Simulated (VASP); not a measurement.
# TaC3 (P6_3/mmc) in VASP: relaxation of cell and atoms with PBE

Aim: the relaxation of cell and atoms of TaC3 with PBE.

Everything below comes from runs of VASP 6.6.1. Logs are shortened: lines on timing, memory, paths and dates and some standing lists are left out, and cuts for length are marked.

### Step 1. The cell of the first run

It takes space group P6_3/mmc (No. 194, hexagonal). The conventional cell has a = 4.510 Å, b = 4.510 Å, c = 4.463 Å, α = 90.00°, β = 90.00°, γ = 120.00°. Within 3.0 Å of Ta (site symmetry -6m2) lie 12 C at 2.29 to 2.40 Å. Within 2.0 Å of C (site symmetry mm2) lie 2 C at 1.52 Å.

### Step 2. Relaxation of cell and atoms, PBE

File INCAR:

```
PREC     = Accurate       # precision mode
ENCUT    = 600            # plane-wave cutoff, eV
EDIFF    = 1E-6           # SCF threshold, eV
ISMEAR   = 0              # smearing method
SIGMA    = 0.1            # smearing width, eV
LREAL    = False          # projectors in reciprocal space
LASPH    = True           # aspherical terms in the spheres
NELM     = 60             # most SCF steps
ALGO     = Normal         # electronic algorithm
ISIF     = 3              # what is computed and relaxed
LWAVE    = False          # write WAVECAR
LCHARG   = False          # write CHGCAR
GGA      = PE             # functional
IBRION   = 2              # ionic algorithm
NSW      = 100            # ionic steps
EDIFFG   = -0.01          # ionic threshold
```

File KPOINTS:

```
Automatic mesh
0
Gamma
  12 12 8
```

File POSCAR:

```
TaC3
1.0
    4.5101245890      0.0000000000      0.0000000000
   -2.2550622945      3.9058824683      0.0000000000
    0.0000000000      0.0000000000      4.4632801682
Ta C
2 6
Direct
    0.3333333333      0.6666666667      0.2500000000
    0.6666666667      0.3333333333      0.7500000000
    0.7790713958      0.5581427916      0.2500000000
    0.2209286042      0.7790713958      0.7500000000
    0.4418572084      0.2209286042      0.2500000000
    0.2209286042      0.4418572084      0.7500000000
    0.7790713958      0.2209286042      0.2500000000
    0.5581427916      0.7790713958      0.7500000000
```

Potentials or basis: VASP PAW PBE potentials, release 64 (Ta_pv, C).

Run with:

```console
> cat potpaw_PBE.64/Ta_pv/POTCAR potpaw_PBE.64/C/POTCAR > POTCAR
> mpirun -np 1 vasp_std > vasp.out
```

OUTCAR:

```text
PREC = Accurate
   ENCUT = 600
   EDIFF = 1E-6
   ISMEAR = 0
   LREAL = False
   LASPH = True
   NELM = 60
   ISIF = 3
   GGA = PE
   IBRION = 2
   NSW = 100
   EDIFFG = -0.01

 ion  position               nearest neighbor table
   1  0.333  0.667  0.250-   5 2.29   3 2.29   7 2.29   7 2.29   5 2.29   3 2.29   4 2.40   4 2.40
                             6 2.40   6 2.40   8 2.40   8 2.40   2 3.43   2 3.43   2 3.43   2 3.43
   2  0.667  0.333  0.750-   8 2.29   6 2.29   4 2.29   4 2.29   8 2.29   6 2.29   7 2.40   7 2.40
                             3 2.40   3 2.40   5 2.40   5 2.40   1 3.43   1 3.43   1 3.43   1 3.43
   3  0.779  0.558  0.250-   5 1.52   7 1.52   1 2.29   1 2.29   2 2.40   2 2.40
   4  0.221  0.779  0.750-   6 1.52   8 1.52   2 2.29   2 2.29   1 2.40   1 2.40
   5  0.442  0.221  0.250-   3 1.52   7 1.52   1 2.29   1 2.29   2 2.40   2 2.40
   6  0.221  0.442  0.750-   4 1.52   8 1.52   2 2.29   2 2.29   1 2.40   1 2.40
   7  0.779  0.221  0.250-   3 1.52   5 1.52   1 2.29   1 2.29   2 2.40   2 2.40
   8  0.558  0.779  0.750-   6 1.52   4 1.52   2 2.29   2 2.29   1 2.40   1 2.40

  LATTYP: Found a hexagonal cell.
 ALAT       =     4.5101245890
 C/A-ratio  =     0.9896134974

  Lattice vectors:

 A1 = (   4.5101245890,   0.0000000000,   0.0000000000)
 A2 = (  -2.2550622945,   3.9058824683,   0.0000000000)
 A3 = (   0.0000000000,   0.0000000000,   4.4632801682)

Analysis of symmetry for initial positions (statically):
=====================================================================
 Subroutine PRICEL returns:
 Original cell was already a primitive cell.

 Routine SETGRP: Setting up the symmetry group for a
 hexagonal supercell.

 Subroutine GETGRP returns: Found 24 space group operations
 (whereof 12 operations were pure point group operations)
 out of a pool of 24 trial point group operations.

The static configuration has the point symmetry D_3d.
 The point group associated with its full space group is D_6h.

Analysis of symmetry for dynamics (positions and initial velocities):
=====================================================================
 Subroutine PRICEL returns:
 Original cell was already a primitive cell.

 Routine SETGRP: Setting up the symmetry group for a
 hexagonal supercell.

 Subroutine GETGRP returns: Found 24 space group operations
 (whereof 12 operations were pure point group operations)
 out of a pool of 24 trial point group operations.

The dynamic configuration has the point symmetry D_3d.
 The point group associated with its full space group is D_6h.

[... 113 lines left out ...]
   NSW    =    100    number of steps for IOM
   IBRION =      2    ionic relax: 0-MD 1-quasi-New 2-CG
   NFREE  =      1    steps in history (QN), initial steepest desc. (CG)
   ISIF   =      3    stress and relaxation
   ISYM   =      2    0-nonsym 1-usesym 2-fastsym
   POTIM  = 0.5000    time-step for ionic-motion
   TEBEG  =    0.0;   TEEND  =   0.0 temperature during run
   PSTRESS=    0.0 pullay stress
   NELECT =      46.0000    total number of electrons
   NUPDOWN=      -1.0000    fix difference up-down
   EMIN   =  10.00;   EMAX   =-10.00  energy-range for DOS
   EFERMI =   0.00;   METHOD = LEGACY
   ISMEAR =     0;   SIGMA  =   0.10  broadening in eV -4-tet -1-fermi 0-gaus
   EFERMI_NEDOS =   21; number of points for ismear=-14 and -15
   IALGO  =     38    algorithm
   IMIX   =      4    mixing-type and parameters
     AMIX     =   0.40;   BMIX     =  1.00
     AMIX_MAG =   1.60;   BMIX_MAG =  1.00
  volume/ion in A,a.u.               =       9.83        66.32
  Fermi-wavevector in a.u.,A,eV,Ry     =   1.369221  2.587452 25.507735  1.874766
  Thomas-Fermi vector in A             =   2.495115
   LORBIT       =      0    0 simple, 1 ext, 2 COOP (PROOUT), +10 PAW based schemes
   GGA     = PE    functional components
   LHFCALC =     F    Hartree Fock is set to
   AEXX    =    0.0000 exact exchange contribution
   IVDW    =     0    specifies the selected vdW correction
   LEPSILON=     F    determine dielectric tensor
   LRPA    =     F    only Hartree local field effects (RPA)
 conjugate gradient relaxation of ions
 non-spin polarized calculation
 Gauss-broadening in eV      SIGMA  =   0.10
  energy-cutoff  :      600.00
  volume of cell :       78.63
 maximum number of plane-waves:      2658
 NGX is ok and might be reduce to    36
   NGX = 17   NGY = 17   NGZ = 17

--------------------------------------- Ionic step        1  -------------------------------------------

 number of electron      45.9999996 magnetization

 Free energy of the ion-electron system (eV)
  ---------------------------------------------------
  ext. energy  EPLUGINS =         0.00000000
  ---------------------------------------------------
  free energy    TOTEN  =       -69.77162581 eV

  energy without entropy =      -69.75901421  energy(sigma->0) =      -69.76532001

------------------------ aborting loop because EDIFF is reached ----------------------------------------

  FORCE on cell =-STRESS in cart. coord.  units (eV):
  Direction    XX          YY          ZZ          XY          YZ          ZX
  --------------------------------------------------------------------------------------
  -------------------------------------------------------------------------------------
  Total       -0.3533776     -0.3533776      0.8665715      0.0000000     -0.0000000      0.0000000
  in kB       -7.2009163     -7.2009163     17.6584726      0.0000000     -0.0000000      0.0000000
  external PRESSURE =       1.0855466 kB  Pullay stress =       0.0000000 kB
[... 197 lines left out ...]
--------------------------------------- Ionic step        6  -------------------------------------------

 number of electron      45.9999994 magnetization

 Free energy of the ion-electron system (eV)
  ---------------------------------------------------
  ext. energy  EPLUGINS =         0.00000000
  ---------------------------------------------------
  free energy    TOTEN  =       -69.77527090 eV

  energy without entropy =      -69.76279857  energy(sigma->0) =      -69.76903474

 E-fermi :   6.8111     XC(G=0): -12.2020

 val. band max:        6.7856083934   @ k =   0.1667  -0.0000   0.2500
 cond. band min:       6.8226271490   @ k =   0.3333   0.1667   0.5000
 fundamental gap:      0.0370187556
 Fermi energy:         6.8111157631

 k-point     1 :       0.0000    0.0000    0.0000
  band No.  band energies     occupation
      1     -29.0850      2.00000
      2     -28.9054      2.00000
      3     -28.8518      2.00000
      4     -28.8518      2.00000
      5     -28.7368      2.00000
      6     -28.7368      2.00000
[... 733 lines left out ...]
     27       9.5787      0.00000
     28      10.0155      0.00000

 [... further k-points ...]
[... 5 lines left out ...]
  --------------------------------------------------------------------------------------
  -------------------------------------------------------------------------------------
  Total        0.0169140      0.0169140      0.0176777     -0.0000000     -0.0000000      0.0000000
  in kB        0.3442354      0.3442354      0.3597784     -0.0000000     -0.0000000      0.0000000
  external PRESSURE =       0.3494164 kB  Pullay stress =       0.0000000 kB
[... 23 lines left out ...]
  FREE ENERGIE OF THE ION-ELECTRON SYSTEM (eV)
  ---------------------------------------------------
  free  energy   TOTEN  =       -69.7752709046 eV

  energy  without entropy=      -69.7627985697  energy(sigma->0) =      -69.76903474

 reached required accuracy - stopping structural energy minimisation
```

OSZICAR:

```text
N       E                     dE             d eps       ncg     rms          rms(c)
DAV:   1     0.368720330936E+03    0.36872E+03   -0.27327E+04  5352   0.183E+03
DAV:   2    -0.551079551872E+02   -0.42383E+03   -0.41287E+03  6372   0.449E+02
DAV:   3    -0.792168013300E+02   -0.24109E+02   -0.23378E+02  6904   0.946E+01
DAV:   4    -0.797723849394E+02   -0.55558E+00   -0.54817E+00  6448   0.142E+01
[... 43 lines left out ...]
DAV:   1    -0.697756845131E+02   -0.52568E-03   -0.26486E-02  5364   0.124E+00    0.188E-01
DAV:   2    -0.697753718452E+02    0.31267E-03   -0.94729E-04  5528   0.228E-01    0.827E-02
DAV:   3    -0.697752689383E+02    0.10291E-03   -0.30261E-04  5976   0.114E-01    0.143E-02
DAV:   4    -0.697752699381E+02   -0.99982E-06   -0.14063E-05  6544   0.254E-02    0.994E-03
DAV:   5    -0.697752709046E+02   -0.96647E-06   -0.11671E-06  3544   0.781E-03
   6 F= -.69775271E+02 E0= -.69769035E+02  d E =-.111113E-03
```

CONTCAR:

```text
TaC3
   1.00000000000000
     4.4983330253572795   -0.0000000000000000    0.0000000000000000
    -2.2491665126786398    3.8956706746351166   -0.0000000000000000
     0.0000000000000000   -0.0000000000000000    4.4922896421615501
  Ta              C
     2     6
Direct
     0.3333333332999970    0.6666666667000030    0.2500000000000000
     0.6666666667000030    0.3333333332999970    0.7500000000000000
     0.7791670028727932    0.5583340057455796    0.2500000000000000
     0.2208329971272067    0.7791670028727932    0.7500000000000000
     0.4416659942544205    0.2208329971272067    0.2500000000000000
     0.2208329971272067    0.4416659942544205    0.7500000000000000
     0.7791670028727932    0.2208329971272067    0.2500000000000000
     0.5583340057455796    0.7791670028727932    0.7500000000000000

  0.00000000E+00  0.00000000E+00  0.00000000E+00
  0.00000000E+00  0.00000000E+00  0.00000000E+00
  0.00000000E+00  0.00000000E+00  0.00000000E+00
  0.00000000E+00  0.00000000E+00  0.00000000E+00
  0.00000000E+00  0.00000000E+00  0.00000000E+00
  0.00000000E+00  0.00000000E+00  0.00000000E+00
  0.00000000E+00  0.00000000E+00  0.00000000E+00
  0.00000000E+00  0.00000000E+00  0.00000000E+00
```

Wall time 17 min (1 thread of Oxide Virtual Turin-like, shared host); peak memory 0.33 GiB.

Results:

| Item | Value |
| --- | --- |
| Free energy | -69.7753 eV |
| Relaxed volume | 9.84 Å³/atom |
| Relaxed cell | a = 4.498 Å, b = 4.498 Å, c = 4.492 Å, α = 90.00°, β = 90.00°, γ = 120.00° |
| Space group after relaxing (to 0.05 Å) | P6_3/mmc (No. 194) |
| Energy gained by relaxing | 0.5 meV/atom |
| Ionic steps | 6 |
| Pressure after relaxing | 0.0 GPa |
| Band gap on the k mesh | zero (band 23 reaches 7.65 eV, above the bottom of band 24 at 4.89 eV) |

Forces on the atoms (eV/Å):
```
Ta   0.000  0.000  0.000
Ta   0.000  0.000  0.000
C    0.000 -0.002  0.000
C    0.002 -0.001  0.000
C    0.002  0.001  0.000
C    0.000  0.002  0.000
C   -0.002  0.001  0.000
C   -0.002 -0.001  0.000
```

The path:
```
step  energy change (eV)  largest force (eV/Å)  pressure (GPa)  volume (Å³)
   1              0.0000                0.0439            0.11        78.63
   2             -0.0024                0.1449            0.52        78.70
   3             -0.0026                0.1040            0.43        78.68
   4             -0.0025                0.0834           -0.93        79.01
   5             -0.0035                0.0135           -0.23        78.84
   6             -0.0036                0.0024            0.03        78.72
```

Final structure:
```yaml
crystal:
  lattice:
    - [4.49833, 0.00000, 0.00000]
    - [-2.24917, 3.89567, 0.00000]
    - [0.00000, 0.00000, 4.49229]
  atoms:
    - { symbol: Ta, position: [0.33333, 0.66667, 0.25000] }
    - { symbol: Ta, position: [0.66667, 0.33333, 0.75000] }
    - { symbol: C, position: [0.77917, 0.55833, 0.25000] }
    - { symbol: C, position: [0.22083, 0.77917, 0.75000] }
    - { symbol: C, position: [0.44167, 0.22083, 0.25000] }
    - { symbol: C, position: [0.22083, 0.44167, 0.75000] }
    - { symbol: C, position: [0.77917, 0.22083, 0.25000] }
    - { symbol: C, position: [0.55833, 0.77917, 0.75000] }
```

Levels at points of the mesh, in eV from the Fermi level:
```tsv
k point	band 20	band 21	band 22	band 23	band 24	band 25	band 26	band 27
(0.00, 0.00, 0.00)	-3.84	-1.94	-1.94	-1.92	-1.92	1.19	3.20	3.20
(0.50, 0.00, 0.00)	-3.38	-3.07	-2.03	0.06	0.10	0.47	1.75	2.43
(0.00, 0.00, 0.50)	-3.79	0.28	0.28	0.28	0.28	2.14	2.14	2.14
(0.50, 0.00, 0.50)	-3.75	-0.35	-0.35	0.39	0.39	1.16	1.16	2.11
```

Caveat: spin-orbit coupling is left out, which moves the levels of the heavy elements.
